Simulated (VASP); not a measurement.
# Cl (Cmce) in VASP: a series of runs

The runs below take Cl through single point, relaxation of cell and atoms, with PBEsol.

Everything below comes from runs of VASP 6.6.1. Logs are shortened: lines on timing, memory, paths and dates and some standing lists are left out, and cuts for length are marked.

## Step 1: The cell of the first run

The structure is orthorhombic, space group Cmce (No. 64). Conventional cell: a = 6.946 Å, b = 3.879 Å, c = 8.008 Å, α = 90.00°, β = 90.00°, γ = 90.00°. Cl (site symmetry m) has 1 Cl at 2.03 Å within 2.7 Å.

## Step 2: Single point, PBEsol

Input file INCAR:

```
PREC = Accurate
ENCUT = 520
EDIFF = 1E-6
ISMEAR = -1
SIGMA = 0.05
LREAL = F
LASPH = T
NELM = 80
ALGO = Normal
ISIF = 2
LWAVE = F
LCHARG = T
GGA = PS
LELF = T
LVHAR = T
NBANDS = 22
```

Input file KPOINTS:

```
regular mesh
0
Gamma
  7 7 3
```

Input file POSCAR:

```
Cl
1.0
    3.4729026606     -1.9395488045      0.0000000000
    3.4729026606      1.9395488045      0.0000000000
    0.0000000000      0.0000000000      8.0084208967
Cl
4
Direct
    0.8732431522      0.1267568478      0.1111214824
    0.6267568478      0.3732431522      0.6111214824
    0.1267568478      0.8732431522      0.8888785176
    0.3732431522      0.6267568478      0.3888785176
```

Potentials or basis: VASP PAW PBE potentials, release 64 (Cl).

On the command line:

```console
$ cat potpaw_PBE.64/Cl/POTCAR > POTCAR
$ mpirun -np 1 vasp_std > vasp.out
```

OUTCAR:

```text
PREC = Accurate
   ENCUT = 520
   EDIFF = 1E-6
   ISMEAR = -1
   LREAL = F
   LASPH = T
   NELM = 80
   ISIF = 2
   GGA = PS

 ion  position               nearest neighbor table
   1  0.873  0.127  0.111-   3 2.03
   2  0.627  0.373  0.611-   4 2.03
   3  0.127  0.873  0.889-   1 2.03
   4  0.373  0.627  0.389-   2 2.03

  LATTYP: Found a base centered orthorhombic cell.
 ALAT       =     3.8790976090
 B/A-ratio  =     1.7905724530
 C/A-ratio  =     2.0645061568

  Lattice vectors:

 A1 = (  -3.4729026606,  -1.9395488045,   0.0000000000)
 A2 = (   3.4729026606,  -1.9395488045,   0.0000000000)
 A3 = (   0.0000000000,   0.0000000000,   8.0084208967)

Analysis of symmetry for initial positions (statically):
=====================================================================
 Subroutine PRICEL returns:
 Original cell was already a primitive cell.

 Routine SETGRP: Setting up the symmetry group for a
 base centered orthorhombic supercell.

 Subroutine GETGRP returns: Found  8 space group operations
 (whereof  4 operations were pure point group operations)
 out of a pool of  8 trial point group operations.

The static configuration has the point symmetry C_2h.
 The point group associated with its full space group is D_2h.

Analysis of symmetry for dynamics (positions and initial velocities):
=====================================================================
 Subroutine PRICEL returns:
 Original cell was already a primitive cell.

 Routine SETGRP: Setting up the symmetry group for a
 base centered orthorhombic supercell.

 Subroutine GETGRP returns: Found  8 space group operations
 (whereof  4 operations were pure point group operations)
 out of a pool of  8 trial point group operations.

The dynamic configuration has the point symmetry C_2h.
 The point group associated with its full space group is D_2h.

 Subroutine INISYM returns: Found  8 space group operations
 (whereof  4 operations are pure point group operations),
 and found     1 'primitive' translations

----------------------------------------------------------------------------------------

                                     Primitive cell

  volume of cell :     107.8873

  direct lattice vectors                    reciprocal lattice vectors
     3.472902661 -1.939548805  0.000000000     0.143971786 -0.257791915  0.000000000
     3.472902661  1.939548805  0.000000000     0.143971786  0.257791915  0.000000000
     0.000000000  0.000000000  8.008420897     0.000000000  0.000000000  0.124868562

  length of vectors
     3.977801209  3.977801209  8.008420897     0.295270294  0.295270294  0.124868562

  position of ions in fractional coordinates (direct lattice)
     0.873243152  0.126756848  0.111121482
     0.626756848  0.373243152  0.611121482
     0.126756848  0.873243152  0.888878518
     0.373243152  0.626756848  0.388878518

  ion indices of the primitive-cell ions
   primitive index   ion index
                 1           1
                 2           2
                 3           3
                 4           4

----------------------------------------------------------------------------------------

 KPOINTS: regular mesh

Automatic generation of k-mesh.
 Grid dimensions read from file:
 generate k-points for:    7    7    3

 Generating k-lattice:

  Cartesian coordinates                     Fractional coordinates (reciprocal lattice)
     0.020567398 -0.036827416  0.000000000     0.142857143  0.000000000  0.000000000
     0.020567398  0.036827416  0.000000000     0.000000000  0.142857143  0.000000000
     0.000000000  0.000000000  0.041622854     0.000000000  0.000000000  0.333333333

  Length of vectors
     0.042181471  0.042181471  0.041622854

  Shift w.r.t. Gamma in fractional coordinates (k-lattice)
     0.000000000  0.000000000  0.000000000

 Subroutine IBZKPT returns following result:
 ===========================================

 Found     32 irreducible k-points:

 Following reciprocal coordinates:
            Coordinates               Weight
  0.000000  0.000000  0.000000      1.000000
  0.142857  0.000000  0.000000      4.000000
  0.285714  0.000000  0.000000      4.000000
  0.428571 -0.000000  0.000000      4.000000
  0.142857  0.142857  0.000000      2.000000
  0.285714  0.142857  0.000000      4.000000
[... 16 lines left out ...]
  0.428571  0.142857  0.333333      8.000000
 -0.428571  0.142857  0.333333      8.000000
 [... further k-points ...]
   k-points           NKPTS =     32   k-points in BZ     NKDIM =     32   number of bands    NBANDS=     22
   number of dos      NEDOS =    301   number of ions     NIONS =      4
   total plane-waves  NPLWV =  54000
   dimension x,y,z NGX =    30 NGY =   30 NGZ =   60
   dimension x,y,z NGXF=    60 NGYF=   60 NGZF=  120
   ions per type =               4
   NGX,Y,Z   is equivalent  to a cutoff of  12.54, 12.54, 12.46 a.u.
   NGXF,Y,Z  is equivalent  to a cutoff of  25.08, 25.08, 24.91 a.u.
 SYSTEM =  unknown system
   PREC   = accura    normal or accurate (medium, high low for compatibility)
   ISTART =      0    job   : 0-new  1-cont  2-samecut
   ICHARG =      2    charge: 1-file 2-atom 10-const
   ISPIN  =      1    spin polarized calculation?
   LNONCOLLINEAR =      F non collinear calculations
   LSORBIT =      F    spin-orbit coupling
   LASPH  =      T    aspherical Exc in radial PAW
   ENCUT  =  520.0 eV  38.22 Ry    6.18 a.u.   7.40  7.40 14.89*2*pi/ulx,y,z
   NELM   =     80;   NELMIN=  2; NELMDL= -5     # of ELM steps
   EDIFF  = 0.1E-05   stopping-criterion for ELM
   LREAL  =      F    real-space projection
   EDIFFG = 0.1E-04   stopping-criterion for IOM
   NSW    =      0    number of steps for IOM
   IBRION =     -1    ionic relax: 0-MD 1-quasi-New 2-CG
   NFREE  =      0    steps in history (QN), initial steepest desc. (CG)
   ISIF   =      2    stress and relaxation
   ISYM   =      2    0-nonsym 1-usesym 2-fastsym
   POTIM  = 0.5000    time-step for ionic-motion
   TEBEG  =    0.0;   TEEND  =   0.0 temperature during run
   PSTRESS=    0.0 pullay stress
   NELECT =      28.0000    total number of electrons
   NUPDOWN=      -1.0000    fix difference up-down
   EMIN   =  10.00;   EMAX   =-10.00  energy-range for DOS
   EFERMI =   0.00;   METHOD = LEGACY
   ISMEAR =    -1;   SIGMA  =   0.05  broadening in eV -4-tet -1-fermi 0-gaus
   EFERMI_NEDOS =   21; number of points for ismear=-14 and -15
   IALGO  =     38    algorithm
   IMIX   =      4    mixing-type and parameters
     AMIX     =   0.40;   BMIX     =  1.00
     AMIX_MAG =   1.60;   BMIX_MAG =  1.00
  volume/ion in A,a.u.               =      26.97       182.01
  Fermi-wavevector in a.u.,A,eV,Ry     =   1.044249  1.973345 14.836557  1.090456
  Thomas-Fermi vector in A             =   2.178994
   LORBIT       =      0    0 simple, 1 ext, 2 COOP (PROOUT), +10 PAW based schemes
   GGA     = PS    functional components
   LHFCALC =     F    Hartree Fock is set to
   AEXX    =    0.0000 exact exchange contribution
   IVDW    =     0    specifies the selected vdW correction
   LEPSILON=     F    determine dielectric tensor
   LRPA    =     F    only Hartree local field effects (RPA)
 non-spin polarized calculation
  energy-cutoff  :      520.00
  volume of cell :      107.89
 maximum number of plane-waves:      2931
 NGX is ok and might be reduce to    30
   NGX = 15   NGY = 15   NGZ = 29

 number of electron      27.9999995 magnetization

 Free energy of the ion-electron system (eV)
  ---------------------------------------------------
  ext. energy  EPLUGINS =         0.00000000
  ---------------------------------------------------
  free energy    TOTEN  =        -8.05893991 eV

  energy without entropy =       -8.05893991  energy(sigma->0) =       -8.05893991

 E-fermi :   1.1193     XC(G=0):  -8.2306

 val. band max:        0.0903132093   @ k =   0.0000   0.0000   0.0000
 cond. band min:       2.1570317307   @ k =   0.0000   0.0000   0.0000
 fundamental gap:      2.0667185214
 Fermi energy:         1.1193478241

 k-point     1 :       0.0000    0.0000    0.0000
  band No.  band energies     occupation
      1     -16.8006      2.00000
      2     -16.3403      2.00000
      3     -13.1896      2.00000
      4     -11.9610      2.00000
      5      -5.8918      2.00000
      6      -4.2007      2.00000
[... 14 lines left out ...]
     21      10.9781      0.00000
     22      11.0607      0.00000

 k-point     2 :       0.1429    0.0000    0.0000
  band No.  band energies     occupation
      1     -16.7416      2.00000
      2     -16.3214      2.00000
      3     -13.1311      2.00000
      4     -12.0313      2.00000
      5      -5.8801      2.00000
      6      -4.3590      2.00000
[... 14 lines left out ...]
     21      10.2656      0.00000
     22      10.8357      0.00000

 k-point     3 :       0.2857    0.0000    0.0000
  band No.  band energies     occupation
      1     -16.5909      2.00000
      2     -16.2911      2.00000
      3     -12.9710      2.00000
      4     -12.2227      2.00000
      5      -5.8456      2.00000
      6      -4.8340      2.00000
[... 14 lines left out ...]
     21      10.4025      0.00000
     22      10.7456      0.00000
[... 476 lines left out ...]
 k-point    23 :       0.4286    0.1429    0.3333
  band No.  band energies     occupation
      1     -16.4806      2.00000
      2     -16.3419      2.00000
      3     -12.7473      2.00000
      4     -12.4040      2.00000
      5      -5.5373      2.00000
      6      -5.0437      2.00000
[... 14 lines left out ...]
     21       9.9664      0.00000
     22      10.5391      0.00000

 k-point    24 :      -0.4286    0.1429    0.3333
  band No.  band energies     occupation
      1     -16.3740      2.00000
      2     -16.3308      2.00000
      3     -12.6574      2.00000
      4     -12.5560      2.00000
      5      -5.4589      2.00000
      6      -5.3083      2.00000
[... 14 lines left out ...]
     21      10.9957      0.00000
     22      11.3307      0.00000

 [... further k-points ...]

------------------------ aborting loop because EDIFF is reached ----------------------------------------

  FORCE on cell =-STRESS in cart. coord.  units (eV):
  Direction    XX          YY          ZZ          XY          YZ          ZX
  --------------------------------------------------------------------------------------
  -------------------------------------------------------------------------------------
  Total       -0.0476339     -0.1284415     -0.4171249      0.0000000      0.0000000      0.0000000
  in kB       -0.7073861     -1.9074172     -6.1945026      0.0000000      0.0000000      0.0000000
  external PRESSURE =      -2.9364353 kB  Pullay stress =       0.0000000 kB

 VOLUME and BASIS-vectors are now :
 -----------------------------------------------------------------------------
  energy-cutoff  :      520.00
  volume of cell :      107.89
      direct lattice vectors                 reciprocal lattice vectors
     3.472902661 -1.939548805  0.000000000     0.143971786 -0.257791915  0.000000000
     3.472902661  1.939548805  0.000000000     0.143971786  0.257791915  0.000000000
     0.000000000  0.000000000  8.008420897     0.000000000  0.000000000  0.124868562

 POSITION                                       TOTAL-FORCE (eV/Angst)
 -----------------------------------------------------------------------------------
      3.47290     -1.44785      0.88991         0.000000     -0.068996     -0.126331
      3.47290     -0.49170      4.89412         0.000000      0.068996     -0.126331
      3.47290      1.44785      7.11851         0.000000      0.068996      0.126331
      3.47290      0.49170      3.11430         0.000000     -0.068996      0.126331
 -----------------------------------------------------------------------------------
    total drift:                               -0.000000     -0.000000      0.000000

  FREE ENERGIE OF THE ION-ELECTRON SYSTEM (eV)
  ---------------------------------------------------
  free  energy   TOTEN  =        -8.0589399108 eV

  energy  without entropy=       -8.0589399106  energy(sigma->0) =       -8.05893991
```

Wall time 74 s (1 thread of Intel Xeon 8259CL, shared host); peak memory 0.23 GiB.

What came out:

```
Free energy            : -8.0589 eV
Pressure               : -0.3 GPa
Largest force          : 0.144 eV/Å
Band gap on the k mesh : 2.07 eV
```

Forces in eV/Å, atoms in the order of the input:
```
Cl   0.000 -0.069 -0.126
Cl   0.000  0.069 -0.126
Cl   0.000  0.069  0.126
Cl   0.000 -0.069  0.126
```

Levels at points of the mesh, in eV from the valence-band top:
```
           k point  band 12  band 13  band 14  band 15  band 16  band 17
(0.00, 0.00, 0.00)    -0.49    -0.47     0.00     2.07     3.06     6.35
```

Caveat: this functional lacks dispersion, which holds the molecules together, so the pressure and a relaxed volume are unreliable; the PAW data sets were made with another functional, which shifts forces and pressure a little; an odd mesh through Γ misses points on the zone boundary, where band edges can lie.

## Step 3: Relaxation of cell and atoms, PBEsol

This run uses another cell than the first one, of 29.05 Å³/atom.

Input file INCAR:

```
PREC = Accurate
ENCUT = 600
EDIFF = 1E-7
ISMEAR = -1
SIGMA = 0.05
LREAL = False
LASPH = True
NELM = 100
ALGO = Normal
ISIF = 3
LWAVE = False
LCHARG = False
GGA = PS
IBRION = 2
NSW = 80
EDIFFG = -0.01
```

KPOINTS is that of step 2.

Input file POSCAR:

```
Cl
1.0
    3.1450000000     -2.2500000000      0.0000000000
    3.1450000000      2.2500000000      0.0000000000
    0.0000000000      0.0000000000      8.2100000000
Cl
4
Direct
    0.8700000000      0.1300000000      0.1000000000
    0.6300000000      0.3700000000      0.6000000000
    0.1300000000      0.8700000000      0.9000000000
    0.3700000000      0.6300000000      0.4000000000
```

Potentials or basis: VASP PAW PBE potentials, release 64 (Cl).

On the command line:

```console
$ cat potpaw_PBE.64/Cl/POTCAR > POTCAR
$ mpirun -np 1 vasp_std > vasp.out
```

Wall time 35 min (1 thread of Intel Xeon 8259CL, shared host); peak memory 0.29 GiB.

Results (log left out):

```
Free energy                           : -8.0618 eV
Relaxed volume                        : 26.85 Å³/atom
Relaxed cell                          : a = 3.937 Å, b = 3.937 Å, c = 8.029 Å, α = 90.00°, β = 90.00°, γ = 59.67°
Space group after relaxing (to 0.1 Å) : Cmce (No. 64)
Energy gained by relaxing             : 23.5 meV/atom
Ionic steps                           : 41
Pressure after relaxing               : 0.0 GPa
Largest force after relaxing          : 0.009 eV/Å
Band gap on the k mesh                : 2.14 eV
```

Forces on the atoms (eV/Å):
```
Cl   0.000  0.008 -0.005
Cl   0.000 -0.008 -0.005
Cl   0.000 -0.008  0.005
Cl   0.000  0.008  0.005
```

Step by step:
```csv
step,energy change (eV),largest force (eV/Å),pressure (GPa),volume (Å³)
1,0.0000,0.3077,-1.11,116.19
3,-0.0134,0.1855,-0.18,114.72
5,-0.0420,0.1659,-0.13,111.25
7,0.0591,0.3993,3.26,95.96
9,-0.0744,0.0600,0.16,105.19
11,-0.0756,0.0395,-0.03,105.07
13,-0.0802,0.0603,0.01,104.66
15,-0.0863,0.0475,0.34,104.35
17,-0.0876,0.0995,0.43,104.71
19,-0.0914,0.0496,0.04,106.52
21,-0.0915,0.0395,-0.01,106.59
23,-0.0919,0.0366,-0.08,106.52
25,-0.0924,0.0211,0.12,106.07
27,-0.0925,0.0058,0.06,106.14
29,-0.0927,0.0186,0.03,106.18
31,-0.0934,0.0207,0.12,106.51
33,-0.0936,0.0469,0.18,106.76
35,-0.0938,0.0305,0.12,106.92
37,-0.0940,0.0206,0.02,107.23
39,-0.0940,0.0183,0.02,107.26
41,-0.0942,0.0089,0.00,107.39
```

Final structure:
```
Cl
1.0
     3.41502   -1.95850    0.00000
     3.41502    1.95850    0.00000
     0.00000    0.00000    8.02853
Cl
4
Cartesian
  3.4150 -1.4732 0.8859
  3.4150 -0.4853 4.9002
  3.4150 1.4732 7.1426
  3.4150 0.4853 3.1284
```

Levels at points of the mesh, in eV from the valence-band top:
```csv
k point,band 11,band 12,band 13,band 14,band 15,band 16,band 17,band 18
"(0.00, 0.00, 0.00)",-1.16,-0.44,-0.41,0.00,2.14,3.13,6.40,6.83
```

Caveat: this functional lacks dispersion, which holds the molecules together, so the pressure and a relaxed volume are unreliable; the PAW data sets were made with another functional, which shifts forces and pressure a little; an odd mesh through Γ misses points on the zone boundary, where band edges can lie.
